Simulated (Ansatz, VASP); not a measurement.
Given: the input of a run of VASP 6.6.1 on Ge.

Contents of INCAR:

```
PREC = Accurate
ENCUT = 600
EDIFF = 1E-6
ISMEAR = -1
SIGMA = 0.05
LREAL = False
LASPH = True
NELM = 60
ALGO = Normal
ISIF = 3
LWAVE = False
LCHARG = False
GGA = RE
IBRION = 2
NSW = 60
EDIFFG = -0.01
```

File KPOINTS:

```
regular mesh
0
Gamma
  11 11 10
```

The input POSCAR:

```
Ge
1.0
    1.3971490000     -2.6005160000      0.0000000000
    1.3971490000      2.6005160000      0.0000000000
    0.0000000000      0.0000000000      2.6982310000
Ge
1
Direct
    0.5000000000      0.5000000000      0.0000000000
```

Potentials or basis: VASP PAW PBE potentials, release 64 (Ge_d).

Launch:

```console
$ cat potpaw_PBE.64/Ge_d/POTCAR > POTCAR
$ mpirun -np 1 vasp_std > vasp.out
```

Task: Translate it to Ansatz 0.2.0. Potentials there: Ansatz PAW.

Result: As run (the cutoff follows the program's own potentials):

Contents of input.yaml:

```yaml
crystal:
  lattice:
    - [1.397149, -2.600516, 0.0]
    - [1.397149, 2.600516, 0.0]
    - [0.0, 0.0, 2.698231]
  atoms:
    - { symbol: Ge, position: [0.5, 0.5, 0.0] }
hamiltonian:
  xc: revpbe
  pseudopotentials: { kind: paw }
kpoints:
  mp_grid: { grid: [11, 11, 10] }
scf:
  occupations: { method: fermi_dirac, width: 0.05 }
output:
  forces: true
  stress: true
  eigenvalues: true
relax:
  f_tol: 0.01
  max_steps: 40
  cell: { stress_tol: 0.05 }
```

Potentials or basis: Ansatz PAW.

The run is started by

```bash
$ ansatz run input.yaml --threads 2 --pin off --max-ram 5632MiB --backend cpu --events-out ev --progress --plain --runs-dir out
```

Both were run:

|  | VASP | Ansatz | Ansatz less VASP |
| --- | --- | --- | --- |
| gap on the k mesh at the Fermi level, each at its own relaxed structure (eV) | none | none | - |
| relaxed volume (Å³/atom) | 19.78 | 19.75 | -0.029 |
| relaxed length of the cell vector where the two differ most in proportion (Å) | 2.736 | 2.734 | -0.0017 |

VASP's potentials were made for PBE, not for revPBE. A gap of «none» marks a metal or a gap that the smearing closes.

Noted on Ansatz's run: the plane-wave basis is chosen anew once the cell has moved, so the energies of steps on either side of that aren't comparable.
